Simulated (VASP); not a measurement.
# C (P6_3/mmc) in VASP: notebook

C is run at these levels: PBE+D4; tasks: single point, relaxation of cell and atoms.

All numbers are computed with VASP 6.6.1; they aren't measurements. Logs are shortened: lines on timing, memory, paths and dates and some standing lists are left out, and cuts for length are marked.

**1. The cell of the first run**

It takes space group P6_3/mmc (No. 194, hexagonal). The conventional cell has a = 2.460 Å, b = 2.460 Å, c = 6.663 Å, α = 90.00°, β = 90.00°, γ = 120.00°. Within 1.9 Å of C (site symmetry -6m2) lie 3 C at 1.42 Å. C (site symmetry -6m2) has 3 C at 1.42 Å within 1.9 Å.

**2. Single point, PBE+D4**

INCAR reads:

```
SYSTEM = C
PREC = Accurate ; ENCUT = 520
EDIFF = 1E-6 ; ISMEAR = -1
SIGMA = 0.05 ; LREAL = .FALSE.
LASPH = .TRUE. ; NELM = 100
ALGO = Normal ; ISIF = 2
LWAVE = .FALSE. ; LCHARG = .TRUE.
GGA = PE ; IVDW = 13
LELF = .TRUE. ; LVHAR = .TRUE.
NBANDS = 16
```

KPOINTS reads:

```
Automatic mesh
0
G
  24 24 6
  0 0 0
```

POSCAR reads:

```
C
1.0
    2.4598458362      0.0000000000      0.0000000000
   -1.2299229181      2.1302889836      0.0000000000
    0.0000000000      0.0000000000      6.6628289649
C
4
Direct
    0.0000000000      0.0000000000      0.2500000000
    0.3333333333      0.6666666667      0.2500000000
    0.0000000000      0.0000000000      0.7500000000
    0.6666666667      0.3333333333      0.7500000000
```

Potentials or basis: VASP PAW PBE potentials, release 64 (C).

Run with:

```console
cat potpaw_PBE.64/C/POTCAR > POTCAR
mpirun -np 1 vasp_std > vasp.out
```

OUTCAR:

```text
SYSTEM = C
   PREC = Accurate
   ENCUT = 520
   EDIFF = 1E-6
   ISMEAR = -1
   LREAL = .FALSE.
   LASPH = .TRUE.
   NELM = 100
   ISIF = 2
   GGA = PE
   IVDW = 13

 ion  position               nearest neighbor table
   1  0.000  0.000  0.250-   2 1.42   2 1.42   2 1.42
   2  0.333  0.667  0.250-   1 1.42   1 1.42   1 1.42
   3  0.000  0.000  0.750-   4 1.42   4 1.42   4 1.42
   4  0.667  0.333  0.750-   3 1.42   3 1.42   3 1.42

  LATTYP: Found a hexagonal cell.
 ALAT       =     2.4598458362
 C/A-ratio  =     2.7086368043

  Lattice vectors:

 A1 = (   2.4598458362,   0.0000000000,   0.0000000000)
 A2 = (  -1.2299229181,   2.1302889836,   0.0000000000)
 A3 = (   0.0000000000,   0.0000000000,   6.6628289649)

Analysis of symmetry for initial positions (statically):
=====================================================================
 Subroutine PRICEL returns:
 Original cell was already a primitive cell.

 Routine SETGRP: Setting up the symmetry group for a
 hexagonal supercell.

 Subroutine GETGRP returns: Found 24 space group operations
 (whereof 12 operations were pure point group operations)
 out of a pool of 24 trial point group operations.

The static configuration has the point symmetry D_3d.
 The point group associated with its full space group is D_6h.

Analysis of symmetry for dynamics (positions and initial velocities):
=====================================================================
 Subroutine PRICEL returns:
 Original cell was already a primitive cell.

 Routine SETGRP: Setting up the symmetry group for a
 hexagonal supercell.

 Subroutine GETGRP returns: Found 24 space group operations
 (whereof 12 operations were pure point group operations)
 out of a pool of 24 trial point group operations.

The dynamic configuration has the point symmetry D_3d.
 The point group associated with its full space group is D_6h.

 Subroutine INISYM returns: Found 24 space group operations
 (whereof 12 operations are pure point group operations),
 and found     1 'primitive' translations

----------------------------------------------------------------------------------------

                                     Primitive cell

  volume of cell :      34.9144

  direct lattice vectors                    reciprocal lattice vectors
     2.459845836  0.000000000  0.000000000     0.406529542  0.234709940  0.000000000
    -1.229922918  2.130288984  0.000000000     0.000000000  0.469419880  0.000000000
     0.000000000  0.000000000  6.662828965     0.000000000  0.000000000  0.150086398

  length of vectors
     2.459845836  2.459845836  6.662828965     0.469419880  0.469419880  0.150086398

  position of ions in fractional coordinates (direct lattice)
     0.000000000  0.000000000  0.250000000
     0.333333333  0.666666667  0.250000000
     0.000000000  0.000000000  0.750000000
     0.666666667  0.333333333  0.750000000

  ion indices of the primitive-cell ions
   primitive index   ion index
                 1           1
                 2           2
                 3           3
                 4           4

----------------------------------------------------------------------------------------

 KPOINTS: Automatic mesh

Automatic generation of k-mesh.
 Grid dimensions read from file:
 generate k-points for:   24   24    6

 Generating k-lattice:

  Cartesian coordinates                     Fractional coordinates (reciprocal lattice)
     0.016938731  0.009779581  0.000000000     0.041666667  0.000000000  0.000000000
     0.000000000  0.019559162  0.000000000     0.000000000  0.041666667  0.000000000
     0.000000000  0.000000000  0.025014400     0.000000000  0.000000000  0.166666667

  Length of vectors
     0.019559162  0.019559162  0.025014400

  Shift w.r.t. Gamma in fractional coordinates (k-lattice)
     0.000000000  0.000000000  0.000000000

 Subroutine IBZKPT returns following result:
 ===========================================

 Found    244 irreducible k-points:

 Following reciprocal coordinates:
            Coordinates               Weight
  0.000000  0.000000  0.000000      1.000000
  0.041667 -0.000000  0.000000      6.000000
  0.083333  0.000000  0.000000      6.000000
  0.125000  0.000000  0.000000      6.000000
  0.166667 -0.000000  0.000000      6.000000
  0.208333 -0.000000  0.000000      6.000000
[... 16 lines left out ...]
  0.416667  0.041667  0.000000     12.000000
  0.458333  0.041667  0.000000     12.000000
 [... further k-points ...]
   k-points           NKPTS =    244   k-points in BZ     NKDIM =    244   number of bands    NBANDS=     16
   number of dos      NEDOS =    301   number of ions     NIONS =      4
   total plane-waves  NPLWV =  16200
   dimension x,y,z NGX =    18 NGY =   18 NGZ =   50
   dimension x,y,z NGXF=    36 NGYF=   36 NGZF=  100
   ions per type =               4
   NGX,Y,Z   is equivalent  to a cutoff of  12.17, 12.17, 12.48 a.u.
   NGXF,Y,Z  is equivalent  to a cutoff of  24.33, 24.33, 24.95 a.u.
 SYSTEM =  C
   PREC   = accura    normal or accurate (medium, high low for compatibility)
   ISTART =      0    job   : 0-new  1-cont  2-samecut
   ICHARG =      2    charge: 1-file 2-atom 10-const
   ISPIN  =      1    spin polarized calculation?
   LNONCOLLINEAR =      F non collinear calculations
   LSORBIT =      F    spin-orbit coupling
   LASPH  =      T    aspherical Exc in radial PAW
   ENCUT  =  520.0 eV  38.22 Ry    6.18 a.u.   4.57  4.57 12.39*2*pi/ulx,y,z
   NELM   =    100;   NELMIN=  2; NELMDL= -5     # of ELM steps
   EDIFF  = 0.1E-05   stopping-criterion for ELM
   LREAL  =      F    real-space projection
   EDIFFG = 0.1E-04   stopping-criterion for IOM
   NSW    =      0    number of steps for IOM
   IBRION =     -1    ionic relax: 0-MD 1-quasi-New 2-CG
   NFREE  =      0    steps in history (QN), initial steepest desc. (CG)
   ISIF   =      2    stress and relaxation
   ISYM   =      2    0-nonsym 1-usesym 2-fastsym
   POTIM  = 0.5000    time-step for ionic-motion
   TEBEG  =    0.0;   TEEND  =   0.0 temperature during run
   PSTRESS=    0.0 pullay stress
   NELECT =      16.0000    total number of electrons
   NUPDOWN=      -1.0000    fix difference up-down
   EMIN   =  10.00;   EMAX   =-10.00  energy-range for DOS
   EFERMI =   0.00;   METHOD = LEGACY
   ISMEAR =    -1;   SIGMA  =   0.05  broadening in eV -4-tet -1-fermi 0-gaus
   EFERMI_NEDOS =   21; number of points for ismear=-14 and -15
   IALGO  =     38    algorithm
   IMIX   =      4    mixing-type and parameters
     AMIX     =   0.40;   BMIX     =  1.00
     AMIX_MAG =   1.60;   BMIX_MAG =  1.00
  volume/ion in A,a.u.               =       8.73        58.90
  Fermi-wavevector in a.u.,A,eV,Ry     =   1.262156  2.385130 21.674604  1.593038
  Thomas-Fermi vector in A             =   2.395579
   LORBIT       =      0    0 simple, 1 ext, 2 COOP (PROOUT), +10 PAW based schemes
   GGA     = PE    functional components
   LHFCALC =     F    Hartree Fock is set to
   AEXX    =    0.0000 exact exchange contribution
   IVDW    =    13    specifies the selected vdW correction
   LEPSILON=     F    determine dielectric tensor
   LRPA    =     F    only Hartree local field effects (RPA)
 non-spin polarized calculation
  energy-cutoff  :      520.00
  volume of cell :       34.91
 maximum number of plane-waves:       967
   NGX =  9   NGY =  9   NGZ = 25

 number of electron      15.9999994 magnetization

 Free energy of the ion-electron system (eV)
  ---------------------------------------------------
  ext. energy  EPLUGINS =         0.00000000
  ---------------------------------------------------
  free energy    TOTEN  =       -36.83676538 eV

  energy without entropy =      -36.83619915  energy(sigma->0) =      -36.83648227

 E-fermi :   4.7721     XC(G=0): -10.3852

 val. band max:        4.7691952844   @ k =   0.3333   0.3333   0.5000
 cond. band min:       4.7813047151   @ k =   0.3333   0.3333   0.3333
 fundamental gap:      0.0121094307
 Fermi energy:         4.7720744871

 k-point     1 :       0.0000    0.0000    0.0000
  band No.  band energies     occupation
      1     -14.9314      2.00000
      2     -14.6153      2.00000
      3      -3.8064      2.00000
      4      -1.7723      2.00000
      5       1.7641      2.00000
      6       1.7641      2.00000
[... 8 lines left out ...]
     15      16.2097      0.00000
     16      16.4331      0.00000

 k-point     2 :       0.0417   -0.0000    0.0000
  band No.  band energies     occupation
      1     -14.8897      2.00000
      2     -14.5745      2.00000
      3      -3.7557      2.00000
      4      -1.7250      2.00000
      5       1.5920      2.00000
      6       1.6162      2.00000
[... 8 lines left out ...]
     15      16.0595      0.00000
     16      16.2913      0.00000

 k-point     3 :       0.0833    0.0000    0.0000
  band No.  band energies     occupation
      1     -14.7649      2.00000
      2     -14.4521      2.00000
      3      -3.6041      2.00000
      4      -1.5834      2.00000
      5       1.1027      2.00000
      6       1.1385      2.00000
[... 8 lines left out ...]
     15      15.6810      0.00000
     16      15.8846      0.00000

 k-point     4 :       0.1250    0.0000    0.0000
  band No.  band energies     occupation
      1     -14.5573      2.00000
      2     -14.2483      2.00000
      3      -3.3522      2.00000
      4      -1.3489      2.00000
      5       0.3614      2.00000
      6       0.4123      2.00000
[... 8 lines left out ...]
     15      15.2335      0.00000
     16      15.8466      0.00000
[... 324 lines left out ...]
 k-point    22 :       0.3750    0.0417    0.0000
  band No.  band energies     occupation
      1     -11.2395      2.00000
      2     -10.9939      2.00000
      3      -6.5084      2.00000
      4      -6.3439      2.00000
      5      -1.5406      2.00000
      6      -1.4795      2.00000
[... 8 lines left out ...]
     15      18.7556      0.00000
     16      20.8357      0.00000

 k-point    23 :       0.4167    0.0417    0.0000
  band No.  band energies     occupation
      1     -10.4754      2.00000
      2     -10.2488      2.00000
      3      -7.5076      2.00000
      4      -7.3327      2.00000
      5      -1.7037      2.00000
      6      -1.6417      2.00000
[... 8 lines left out ...]
     15      18.6518      0.00000
     16      20.3192      0.00000

 k-point    24 :       0.4583    0.0417    0.0000
  band No.  band energies     occupation
      1      -9.7300      2.00000
      2      -9.5551      2.00000
      3      -8.3343      2.00000
      4      -8.1873      2.00000
      5      -1.7861      2.00000
      6      -1.7236      2.00000
[... 8 lines left out ...]
     15      18.9605      0.00000
     16      19.9569      0.00000

 [... further k-points ...]

------------------------ aborting loop because EDIFF is reached ----------------------------------------

  DFT-D4 for vdW energy calculation

  Edisp (eV):   -0.70971

  FORCE on cell =-STRESS in cart. coord.  units (eV):
  Direction    XX          YY          ZZ          XY          YZ          ZX
  --------------------------------------------------------------------------------------
  -------------------------------------------------------------------------------------
  Total       0.15738     0.15738    -0.02233    -0.00000     0.00000     0.00000
  in kB       7.22185     7.22185    -1.02472    -0.00000     0.00000     0.00000
  external pressure =        4.47 kB  Pullay stress =        0.00 kB

 VOLUME and BASIS-vectors are now :
 -----------------------------------------------------------------------------
  energy-cutoff  :      520.00
  volume of cell :       34.91
      direct lattice vectors                 reciprocal lattice vectors
     2.459845836  0.000000000  0.000000000     0.406529542  0.234709940  0.000000000
    -1.229922918  2.130288984  0.000000000     0.000000000  0.469419880  0.000000000
     0.000000000  0.000000000  6.662828965     0.000000000  0.000000000  0.150086398

 POSITION                                       TOTAL-FORCE (eV/Angst)
 -----------------------------------------------------------------------------------
      0.00000      0.00000      1.66571        -0.000000      0.000000     -0.000000
     -0.00000      1.42019      1.66571        -0.000000      0.000000      0.000000
      0.00000      0.00000      4.99712         0.000000     -0.000000     -0.000000
      1.22992      0.71010      4.99712         0.000000     -0.000000      0.000000
 -----------------------------------------------------------------------------------
    total drift:                                0.000000     -0.000000      0.000000

  FREE ENERGIE OF THE ION-ELECTRON SYSTEM (eV)
  ---------------------------------------------------
  free  energy   TOTEN  =       -37.5464800375 eV

  energy  without entropy=      -37.5459138071  energy(sigma->0) =      -37.54619692
```

Wall time 44 s (1 thread of Intel Xeon 6975P-C (Granite Rapids), shared host); peak memory 0.21 GiB.

What came out:

| Quantity | Value |
| --- | --- |
| Free energy | -37.5465 eV |
| Pressure | 0.4 GPa |
| Band gap on the k mesh | zero (band 8 reaches 4.78 eV, above the bottom of band 9 at 4.75 eV) |
| Dispersion energy per atom | -0.177 eV |

Levels at points of the mesh, in eV from the Fermi level:
| k point | band 6 | band 7 | band 8 | band 9 | band 10 | band 11 |
| --- | --- | --- | --- | --- | --- | --- |
| (0.00, 0.00, 0.00) | -3.01 | -2.99 | -2.99 | 4.33 | 8.37 | 8.37 |
| (0.50, 0.00, 0.00) | -6.37 | -2.79 | -2.08 | 1.52 | 2.21 | 7.27 |
| (0.00, 0.00, 0.50) | -3.00 | -3.00 | -3.00 | 7.02 | 7.02 | 8.40 |
| (0.50, 0.00, 0.50) | -6.40 | -2.36 | -2.36 | 1.66 | 1.66 | 7.47 |

**3. Relaxation of cell and atoms, PBE+D4**

This run uses another cell than the first one, of 8.78 Å³/atom, 1.006 times its volume.

INCAR reads:

```
PREC     = Accurate       # precision mode
ENCUT    = 600            # plane-wave cutoff, eV
EDIFF    = 1E-6           # SCF threshold, eV
ISMEAR   = -1             # smearing method
SIGMA    = 0.05           # smearing width, eV
LREAL    = False          # projectors in reciprocal space
LASPH    = True           # aspherical terms in the spheres
NELM     = 100            # most SCF steps
ALGO     = Normal         # electronic algorithm
ISIF     = 3              # what is computed and relaxed
LWAVE    = False          # write WAVECAR
LCHARG   = False          # write CHGCAR
GGA      = PE             # functional
IVDW     = 13             # dispersion correction
IBRION   = 2              # ionic algorithm
NSW      = 80             # ionic steps
EDIFFG   = -0.001         # ionic threshold
```

KPOINTS reads:

```
Automatic mesh
0
Gamma
  24 24 6
```

POSCAR reads:

```
C
1.0
    2.4600000000      0.0000000000      0.0000000000
   -1.2300000000      2.1304224933      0.0000000000
    0.0000000000      0.0000000000      6.7000000000
C
4
Direct
    0.0000000000      0.0000000000      0.2500000000
    0.3333333333      0.6666666667      0.2500000000
    0.0000000000      0.0000000000      0.7500000000
    0.6666666667      0.3333333333      0.7500000000
```

Potentials or basis: VASP PAW PBE potentials, release 64 (C).

Run with:

```console
cat potpaw_PBE.64/C/POTCAR > POTCAR
mpirun -np 1 vasp_std > vasp.out
```

Run time: 3.5 min. Hardware: 1 thread of Intel Xeon 6975P-C (Granite Rapids), shared host; peak memory 0.22 GiB.

Results (log left out):

| Item | Value |
| --- | --- |
| Free energy | -37.5568 eV |
| Relaxed volume | 8.65 Å³/atom |
| Relaxed cell | a = 2.460 Å, b = 2.460 Å, c = 6.605 Å, α = 90.00°, β = 90.00°, γ = 120.00° |
| Space group after relaxing (to 0.05 Å) | P6_3/mmc (No. 194) |
| Energy gained by relaxing | 0.2 meV/atom |
| Ionic steps | 11 |
| Pressure after relaxing | 0.0 GPa |
| Band gap on the k mesh | zero (band 8 reaches 4.86 eV, above the bottom of band 9 at 4.83 eV) |
| Dispersion energy per atom | -0.179 eV |

The path:
```tsv
step	energy change (eV)	largest force (eV/Å)	pressure (GPa)	volume (Å³)
1	0.0000	0.0000	-0.07	35.11
2	-0.0001	0.0000	-0.40	35.09
3	-0.0002	0.0000	-0.70	35.08
4	-0.0002	0.0000	-0.70	35.06
5	-0.0003	0.0000	-0.66	35.03
6	-0.0004	0.0000	-0.61	34.96
7	-0.0007	0.0000	-0.58	34.82
8	-0.0007	0.0000	-0.42	34.54
9	-0.0008	0.0000	-0.47	34.65
10	-0.0008	0.0000	0.03	34.61
11	-0.0008	0.0000	0.00	34.62
```

Final structure:
```yaml
crystal:
  lattice:
    - [2.46005, 0.00000, 0.00000]
    - [-1.23003, 2.13047, 0.00000]
    - [0.00000, 0.00000, 6.60482]
  atoms:
    - { symbol: C, position: [0.00000, 0.00000, 0.25000] }
    - { symbol: C, position: [0.33333, 0.66667, 0.25000] }
    - { symbol: C, position: [0.00000, 0.00000, 0.75000] }
    - { symbol: C, position: [0.66667, 0.33333, 0.75000] }
```

Levels at points of the mesh, in eV from the Fermi level:
```csv
k point,band 4,band 5,band 6,band 7,band 8,band 9,band 10,band 11,band 12
"(0.00, 0.00, 0.00)",-6.49,-3.01,-3.01,-2.98,-2.98,4.41,8.37,8.37,8.43
"(0.50, 0.00, 0.00)",-13.19,-6.43,-6.36,-2.81,-2.07,1.53,2.24,7.25,7.70
"(0.00, 0.00, 0.50)",-7.66,-3.00,-3.00,-3.00,-3.00,7.17,7.17,8.40,8.40
"(0.50, 0.00, 0.50)",-13.25,-6.40,-6.40,-2.36,-2.36,1.66,1.66,7.47,7.47
```
